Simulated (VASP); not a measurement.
# BAs (F-43m) in VASP: settings compared

Aim: see how the results for BAs move with the level of theory and the settings. Levels: r2SCAN+D4, r2SCAN. Tasks: relaxation of cell and atoms.

All numbers are computed with VASP 6.6.1; they aren't measurements. Logs are shortened: lines on timing, memory, paths and dates and some standing lists are left out, and cuts for length are marked.

## Step 1: The cell of the first run

It takes space group F-43m (No. 216, cubic). The conventional cell has a = 4.777 Å, b = 4.777 Å, c = 4.777 Å, α = 90.00°, β = 90.00°, γ = 90.00°. B (site symmetry -43m) has 4 As at 2.07 Å within 2.7 Å. Within 2.7 Å of As (site symmetry -43m) lie 4 B at 2.07 Å.

## Step 2: Relaxation of cell and atoms, r2SCAN+D4

POSCAR reads:

```
BAs
1.0
    0.0000000000      2.3885000000      2.3885000000
    2.3885000000      0.0000000000      2.3885000000
    2.3885000000      2.3885000000      0.0000000000
B As
1 1
Direct
    0.0000000000      0.0000000000      0.0000000000
    0.7500000000      0.7500000000      0.7500000000
```

INCAR.step1 reads:

```
SYSTEM = BAs
PREC = Accurate ; ENCUT = 550
ISMEAR = 0 ; SIGMA = 0.01
LREAL = .FALSE. ; LASPH = .TRUE.
NELM = 120 ; GGA = PE
ALGO = Normal ; EDIFF = 1E-5
LWAVE = .TRUE. ; LCHARG = .FALSE.
GGA_COMPAT = .FALSE. ; IBRION = 2
ISIF = 3 ; EDIFFG = -0.005
NELMIN = 4 ; NSW = 100
```

INCAR.step2 reads:

```
SYSTEM = BAs
PREC = Accurate ; ENCUT = 550
EDIFF = 1E-7 ; ISMEAR = 0
SIGMA = 0.01 ; LREAL = .FALSE.
LASPH = .TRUE. ; NELM = 120
ALGO = Normal ; ISIF = 3
LWAVE = .FALSE. ; LCHARG = .FALSE.
METAGGA = R2SCAN ; LMIXTAU = .TRUE.
IVDW = 13 ; VDW_S6 = 1.0
VDW_S8 = 0.6018749 ; VDW_A1 = 0.51559235
VDW_A2 = 5.77342911 ; IBRION = 2
NSW = 100 ; EDIFFG = -0.005
ISTART = 1 ; GGA_COMPAT = .FALSE.
NELMIN = 4
```

KPOINTS reads:

```
regular mesh
0
G
  6 6 6
  0 0 0
```

Potentials or basis: VASP PAW PBE potentials, release 64 (B, As).

Command:

```sh
$ cat potpaw_PBE.64/B/POTCAR potpaw_PBE.64/As/POTCAR > POTCAR
$ cp INCAR.step1 INCAR
$ mpirun -np 1 vasp_std > vasp.out
$ cp INCAR.step2 INCAR
$ mpirun -np 1 vasp_std > vasp.out
```

OUTCAR:

```text
SYSTEM = BAs
   PREC = Accurate
   ENCUT = 550
   EDIFF = 1E-7
   ISMEAR = 0
   LREAL = .FALSE.
   LASPH = .TRUE.
   NELM = 120
   ISIF = 3
   METAGGA = R2SCAN
   IVDW = 13
   IBRION = 2
   NSW = 100
   EDIFFG = -0.005
   ISTART = 1
   NELMIN = 4

 ion  position               nearest neighbor table
   1  0.000  0.000  0.000-   2 2.07   2 2.07   2 2.07   2 2.07
   2  0.750  0.750  0.750-   1 2.07   1 2.07   1 2.07   1 2.07

  LATTYP: Found a face centered cubic cell.
 ALAT       =     4.7770000000

  Lattice vectors:

 A1 = (   0.0000000000,   2.3885000000,   2.3885000000)
 A2 = (   2.3885000000,   0.0000000000,   2.3885000000)
 A3 = (   2.3885000000,   2.3885000000,   0.0000000000)

Analysis of symmetry for initial positions (statically):
=====================================================================
 Subroutine PRICEL returns:
 Original cell was already a primitive cell.

 Routine SETGRP: Setting up the symmetry group for a
 face centered cubic supercell.

 Subroutine GETGRP returns: Found 24 space group operations
 (whereof 24 operations were pure point group operations)
 out of a pool of 48 trial point group operations.

The static configuration has the point symmetry T_d .

Analysis of symmetry for dynamics (positions and initial velocities):
=====================================================================
 Subroutine PRICEL returns:
 Original cell was already a primitive cell.

 Routine SETGRP: Setting up the symmetry group for a
 face centered cubic supercell.

 Subroutine GETGRP returns: Found 24 space group operations
 (whereof 24 operations were pure point group operations)
 out of a pool of 48 trial point group operations.

The dynamic configuration has the point symmetry T_d .

 Subroutine INISYM returns: Found 24 space group operations
 (whereof 24 operations are pure point group operations),
 and found     1 'primitive' translations

----------------------------------------------------------------------------------------

                                     Primitive cell

  volume of cell :      27.2525

  direct lattice vectors                    reciprocal lattice vectors
     0.000000000  2.388500000  2.388500000    -0.209336404  0.209336404  0.209336404
     2.388500000  0.000000000  2.388500000     0.209336404 -0.209336404  0.209336404
     2.388500000  2.388500000  0.000000000     0.209336404  0.209336404 -0.209336404

  length of vectors
     3.377849094  3.377849094  3.377849094     0.362581287  0.362581287  0.362581287

  position of ions in fractional coordinates (direct lattice)
     0.000000000  0.000000000  0.000000000
     0.750000000  0.750000000  0.750000000

  ion indices of the primitive-cell ions
   primitive index   ion index
                 1           1
                 2           2

----------------------------------------------------------------------------------------

 KPOINTS: regular mesh

Automatic generation of k-mesh.
 Grid dimensions read from file:
 generate k-points for:    6    6    6

 Generating k-lattice:

  Cartesian coordinates                     Fractional coordinates (reciprocal lattice)
    -0.034889401  0.034889401  0.034889401     0.166666667  0.000000000  0.000000000
     0.034889401 -0.034889401  0.034889401     0.000000000  0.166666667  0.000000000
     0.034889401  0.034889401 -0.034889401     0.000000000  0.000000000  0.166666667

  Length of vectors
     0.060430214  0.060430214  0.060430214

  Shift w.r.t. Gamma in fractional coordinates (k-lattice)
     0.000000000  0.000000000  0.000000000

 Subroutine IBZKPT returns following result:
 ===========================================

 Found     16 irreducible k-points:

 Following reciprocal coordinates:
            Coordinates               Weight
  0.000000  0.000000  0.000000      1.000000
  0.166667  0.000000  0.000000      8.000000
  0.333333  0.000000  0.000000      8.000000
  0.500000  0.000000  0.000000      4.000000
  0.166667  0.166667  0.000000      6.000000
  0.333333  0.166667  0.000000     24.000000
[... 8 lines left out ...]
 -0.333333  0.333333  0.166667     24.000000
 -0.333333  0.500000  0.166667     12.000000
   k-points           NKPTS =     16   k-points in BZ     NKDIM =     16   number of bands    NBANDS=      8
   number of dos      NEDOS =    301   number of ions     NIONS =      2
   total plane-waves  NPLWV =  21952
   dimension x,y,z NGX =    28 NGY =   28 NGZ =   28
   dimension x,y,z NGXF=    56 NGYF=   56 NGZF=   56
   ions per type =               1   1
   NGX,Y,Z   is equivalent  to a cutoff of  13.78, 13.78, 13.78 a.u.
   NGXF,Y,Z  is equivalent  to a cutoff of  27.56, 27.56, 27.56 a.u.
 SYSTEM =  BAs
   PREC   = accura    normal or accurate (medium, high low for compatibility)
   ISTART =      1    job   : 0-new  1-cont  2-samecut
   ICHARG =      0    charge: 1-file 2-atom 10-const
   ISPIN  =      1    spin polarized calculation?
   LNONCOLLINEAR =      F non collinear calculations
   LSORBIT =      F    spin-orbit coupling
   LASPH  =      T    aspherical Exc in radial PAW
   ENCUT  =  550.0 eV  40.42 Ry    6.36 a.u.   6.46  6.46  6.46*2*pi/ulx,y,z
   NELM   =    120;   NELMIN=  4; NELMDL=  0     # of ELM steps
   EDIFF  = 0.1E-06   stopping-criterion for ELM
   LREAL  =      F    real-space projection
   EDIFFG = -.5E-02   stopping-criterion for IOM
   NSW    =    100    number of steps for IOM
   IBRION =      2    ionic relax: 0-MD 1-quasi-New 2-CG
   NFREE  =      1    steps in history (QN), initial steepest desc. (CG)
   ISIF   =      3    stress and relaxation
   ISYM   =      2    0-nonsym 1-usesym 2-fastsym
   POTIM  = 0.5000    time-step for ionic-motion
   TEBEG  =    0.0;   TEEND  =   0.0 temperature during run
   PSTRESS=    0.0 pullay stress
   NELECT =       8.0000    total number of electrons
   NUPDOWN=      -1.0000    fix difference up-down
   EMIN   =  10.00;   EMAX   =-10.00  energy-range for DOS
   EFERMI =   0.00;   METHOD = LEGACY
   ISMEAR =     0;   SIGMA  =   0.01  broadening in eV -4-tet -1-fermi 0-gaus
   EFERMI_NEDOS =   21; number of points for ismear=-14 and -15
   IALGO  =     38    algorithm
   IMIX   =      4    mixing-type and parameters
     AMIX     =   0.40;   BMIX     =  1.00
     AMIX_MAG =   1.60;   BMIX_MAG =  1.00
  volume/ion in A,a.u.               =      13.63        91.95
  Fermi-wavevector in a.u.,A,eV,Ry     =   1.088018  2.056057 16.106360  1.183784
  Thomas-Fermi vector in A             =   2.224191
   LORBIT       =      0    0 simple, 1 ext, 2 COOP (PROOUT), +10 PAW based schemes
   METAGGA = R2SCAN    functional components
   LHFCALC =     F    Hartree Fock is set to
   AEXX    =    0.0000 exact exchange contribution
   IVDW    =    13    specifies the selected vdW correction
   LEPSILON=     F    determine dielectric tensor
   LRPA    =     F    only Hartree local field effects (RPA)
 conjugate gradient relaxation of ions
 non-spin polarized calculation
 Gauss-broadening in eV      SIGMA  =   0.01
  energy-cutoff  :      550.00
  volume of cell :       27.25
 maximum number of plane-waves:       821
 NGX is ok and might be reduce to    28
   NGX = 13   NGY = 13   NGZ = 13

--------------------------------------- Ionic step        1  -------------------------------------------

 number of electron       8.0000000 magnetization

 Free energy of the ion-electron system (eV)
  ---------------------------------------------------
  ext. energy  EPLUGINS =         0.00000000
  ---------------------------------------------------
  free energy    TOTEN  =       -22.23783426 eV

  energy without entropy =      -22.23783426  energy(sigma->0) =      -22.23783426

------------------------ aborting loop because EDIFF is reached ----------------------------------------

  DFT-D4 for vdW energy calculation

  Edisp (eV):   -0.27369

  FORCE on cell =-STRESS in cart. coord.  units (eV):
  Direction    XX          YY          ZZ          XY          YZ          ZX
  --------------------------------------------------------------------------------------
  -------------------------------------------------------------------------------------
  Total      -0.11138    -0.11138    -0.11138    -0.00000    -0.00000     0.00000
  in kB      -6.54822    -6.54822    -6.54822    -0.00000    -0.00000     0.00000
  external pressure =       -6.55 kB  Pullay stress =        0.00 kB

 VOLUME and BASIS-vectors are now :
 -----------------------------------------------------------------------------
  energy-cutoff  :      550.00
  volume of cell :       27.25
      direct lattice vectors                 reciprocal lattice vectors
     0.000000000  2.388500000  2.388500000    -0.209336404  0.209336404  0.209336404
     2.388500000  0.000000000  2.388500000     0.209336404 -0.209336404  0.209336404
     2.388500000  2.388500000  0.000000000     0.209336404  0.209336404 -0.209336404

 POSITION                                       TOTAL-FORCE (eV/Angst)
 -----------------------------------------------------------------------------------
      0.00000      0.00000      0.00000        -0.000000     -0.000000     -0.000000
      3.58275      3.58275      3.58275         0.000000      0.000000      0.000000
 -----------------------------------------------------------------------------------
    total drift:                                0.000000      0.000000      0.000000
[... 25 lines left out ...]
 VOLUME and BASIS-vectors are now :
 -----------------------------------------------------------------------------
  energy-cutoff  :      550.00
  volume of cell :       27.03
      direct lattice vectors                 reciprocal lattice vectors
    -0.000000000  2.382082810  2.382082810    -0.209900343  0.209900343  0.209900343
     2.382082810 -0.000000000  2.382082810     0.209900343 -0.209900343  0.209900343
     2.382082810  2.382082810  0.000000000     0.209900343  0.209900343 -0.209900343

 POSITION                                       TOTAL-FORCE (eV/Angst)
 -----------------------------------------------------------------------------------
      4.76417      2.38208      2.38208         0.000000      0.000000      0.000000
      3.57312      3.57312      3.57312        -0.000000     -0.000000     -0.000000
 -----------------------------------------------------------------------------------
    total drift:                                0.000000      0.000000      0.000000

  FREE ENERGIE OF THE ION-ELECTRON SYSTEM (eV)
  ---------------------------------------------------
  free  energy   TOTEN  =       -22.5116198905 eV

  energy  without entropy=      -22.5116198905  energy(sigma->0) =      -22.51161989

--------------------------------------- Ionic step        3  -------------------------------------------

 number of electron       8.0000000 magnetization

 Free energy of the ion-electron system (eV)
  ---------------------------------------------------
  ext. energy  EPLUGINS =         0.00000000
  ---------------------------------------------------
  free energy    TOTEN  =       -22.23689333 eV

  energy without entropy =      -22.23689333  energy(sigma->0) =      -22.23689333

 E-fermi :   6.1903     XC(G=0): -11.1510

 val. band max:        6.0796043015   @ k =   0.0000   0.0000   0.0000
 cond. band min:       7.5390837935   @ k =   0.3333   0.3333   0.0000
 fundamental gap:      1.4594794920
 Fermi energy:         6.1903023114

 k-point     1 :       0.0000    0.0000    0.0000
  band No.  band energies     occupation
      1     -10.1225      2.00000
      2       6.0796      2.00000
      3       6.0796      2.00000
      4       6.0796      2.00000
      5       9.5284      0.00000
      6       9.5284      0.00000
      7       9.5284      0.00000
      8      11.2939      0.00000

 k-point     2 :       0.1667    0.0000    0.0000
  band No.  band energies     occupation
      1      -9.6447      2.00000
      2       2.9588      2.00000
      3       5.3493      2.00000
      4       5.3493      2.00000
      5       9.6890      0.00000
      6      10.4795      0.00000
      7      10.4795      0.00000
      8      13.3098      0.00000

 k-point     3 :       0.3333    0.0000    0.0000
  band No.  band energies     occupation
      1      -8.3069      2.00000
      2      -1.0306      2.00000
      3       4.4586      2.00000
      4       4.4586      2.00000
      5       9.2583      0.00000
      6      11.1903      0.00000
      7      11.1903      0.00000
      8      15.4912      0.00000
[... 158 lines left out ...]
 VOLUME and BASIS-vectors are now :
 -----------------------------------------------------------------------------
  energy-cutoff  :      550.00
  volume of cell :       27.13
      direct lattice vectors                 reciprocal lattice vectors
    -0.000000000  2.384899774  2.384899774    -0.209652416  0.209652416  0.209652416
     2.384899774 -0.000000000  2.384899774     0.209652416 -0.209652416  0.209652416
     2.384899774  2.384899774  0.000000000     0.209652416  0.209652416 -0.209652416

 POSITION                                       TOTAL-FORCE (eV/Angst)
 -----------------------------------------------------------------------------------
     -0.00000      0.00000      0.00000         0.000000      0.000000      0.000000
      3.57735      3.57735      3.57735        -0.000000     -0.000000     -0.000000
 -----------------------------------------------------------------------------------
    total drift:                                0.000000      0.000000      0.000000

  FREE ENERGIE OF THE ION-ELECTRON SYSTEM (eV)
  ---------------------------------------------------
  free  energy   TOTEN  =       -22.5117671201 eV

  energy  without entropy=      -22.5117671201  energy(sigma->0) =      -22.51176712

 reached required accuracy - stopping structural energy minimisation
```

It took 82 s on 1 thread of Intel Xeon 8259CL, shared host; peak memory 0.17 GiB.

Results:

```
Free energy                           : -22.5118 eV
Relaxed volume                        : 13.56 Å³/atom
Relaxed cell                          : a = 3.373 Å, b = 3.373 Å, c = 3.373 Å, α = 60.00°, β = 60.00°, γ = 60.00°
Space group after relaxing (to 0.1 Å) : F-43m (No. 216)
Energy gained by relaxing             : 0.1 meV/atom
Ionic steps                           : 3
Pressure after relaxing               : 0.0 GPa
Band gap on the k mesh                : 1.46 eV (least direct gap 3.45 eV)
Dispersion energy per atom            : -0.137 eV
```

The path:
```
step  energy change (eV)  largest force (eV/Å)  pressure (GPa)  volume (Å³)
   1              0.0000                0.0000           -0.65        27.25
   2             -0.0001                0.0000            0.52        27.03
   3             -0.0002                0.0000            0.00        27.13
```

Final structure:
```
CELL_PARAMETERS angstrom
0.00000 2.38490 2.38490
2.38490 0.00000 2.38490
2.38490 2.38490 0.00000
ATOMIC_POSITIONS crystal
B 0.00000 0.00000 0.00000
As 0.75000 0.75000 0.75000
```

Caveat: the PAW data sets were made with another functional, which shifts forces and pressure a little. r2SCAN opens gaps a little over a GGA but as a rule still falls short of measured ones.

## Step 3: Relaxation of cell and atoms, r2SCAN

POSCAR is that of step 2.

INCAR.step1 reads:

```
PREC     = Accurate       # precision mode
ENCUT    = 550            # plane-wave cutoff, eV
ISMEAR   = 0              # smearing method
SIGMA    = 0.01           # smearing width, eV
LREAL    = F              # projectors in reciprocal space
LASPH    = T              # aspherical terms in the spheres
NELM     = 120            # most SCF steps
GGA      = PE             # functional
ALGO     = Normal         # electronic algorithm
EDIFF    = 1E-5           # SCF threshold, eV
LWAVE    = T              # write WAVECAR
LCHARG   = F              # write CHGCAR
GGA_COMPAT= F            
IBRION   = 2              # ionic algorithm
ISIF     = 3              # what is computed and relaxed
EDIFFG   = -0.005         # ionic threshold
NELMIN   = 4            
NSW      = 100            # ionic steps
```

INCAR.step2 reads:

```
PREC     = Accurate       # precision mode
ENCUT    = 550            # plane-wave cutoff, eV
EDIFF    = 1E-7           # SCF threshold, eV
ISMEAR   = 0              # smearing method
SIGMA    = 0.01           # smearing width, eV
LREAL    = F              # projectors in reciprocal space
LASPH    = T              # aspherical terms in the spheres
NELM     = 120            # most SCF steps
ALGO     = Normal         # electronic algorithm
ISIF     = 3              # what is computed and relaxed
LWAVE    = F              # write WAVECAR
LCHARG   = F              # write CHGCAR
METAGGA  = R2SCAN         # meta-GGA
LMIXTAU  = T            
IBRION   = 2              # ionic algorithm
NSW      = 100            # ionic steps
EDIFFG   = -0.005         # ionic threshold
ISTART   = 1            
GGA_COMPAT= F            
NELMIN   = 4
```

KPOINTS reads:

```
regular mesh
0
Gamma
  6 6 6
```

Potentials or basis: VASP PAW PBE potentials, release 64 (B, As).

Command:

```sh
$ cat potpaw_PBE.64/B/POTCAR potpaw_PBE.64/As/POTCAR > POTCAR
$ cp INCAR.step1 INCAR
$ mpirun -np 1 vasp_std > vasp.out
$ cp INCAR.step2 INCAR
$ mpirun -np 1 vasp_std > vasp.out
```

Run time: 2.1 min. Hardware: 1 thread of Intel Xeon 8259CL, shared host; peak memory 0.17 GiB.

Results (log left out):

| Property | Result |
| --- | --- |
| Free energy | -22.2383 eV |
| Relaxed volume | 13.71 Å³/atom |
| Relaxed cell | a = 3.385 Å, b = 3.385 Å, c = 3.385 Å, α = 60.00°, β = 60.00°, γ = 60.00° |
| Space group after relaxing (to 0.1 Å) | F-43m (No. 216) |
| Energy gained by relaxing | 0.2 meV/atom |
| Ionic steps | 3 |
| Pressure after relaxing | 0.0 GPa |
| Band gap on the k mesh | 1.47 eV (least direct gap 3.44 eV) |

The path:
| step | energy change (eV) | largest force (eV/Å) | pressure (GPa) | volume (Å³) |
| --- | --- | --- | --- | --- |
| 1 | 0.0000 | 0.0000 | 0.90 | 27.25 |
| 2 | -0.0002 | 0.0000 | -0.68 | 27.56 |
| 3 | -0.0005 | 0.0000 | 0.01 | 27.42 |

Final structure:
```cif
data_structure
_symmetry_space_group_name_H-M 'P 1'
_symmetry_Int_Tables_number 1
_cell_length_a 3.3848
_cell_length_b 3.3848
_cell_length_c 3.3848
_cell_angle_alpha 60.000
_cell_angle_beta 60.000
_cell_angle_gamma 60.000
_cell_volume 27.42
loop_
_atom_site_label
_atom_site_type_symbol
_atom_site_fract_x
_atom_site_fract_y
_atom_site_fract_z
_atom_site_occupancy
B1 B 0.00000 0.00000 0.00000 1
As1 As 0.75000 0.75000 0.75000 1
```

Levels at points of the mesh, in eV from the valence-band top:
| k point | band 1 | band 2 | band 3 | band 4 | band 5 | band 6 | band 7 | band 8 |
| --- | --- | --- | --- | --- | --- | --- | --- | --- |
| (0.00, 0.00, 0.00) | -16.10 | 0.00 | 0.00 | 0.00 | 3.44 | 3.44 | 3.44 | 5.07 |
| (0.50, 0.00, 0.00) | -13.10 | -9.20 | -1.93 | -1.93 | 2.94 | 5.05 | 5.05 | 9.56 |
| (0.50, 0.50, 0.00) | -11.67 | -9.03 | -4.28 | -4.28 | 1.62 | 1.70 | 12.10 | 12.10 |

Caveat: the PAW data sets were made with another functional, which shifts forces and pressure a little.
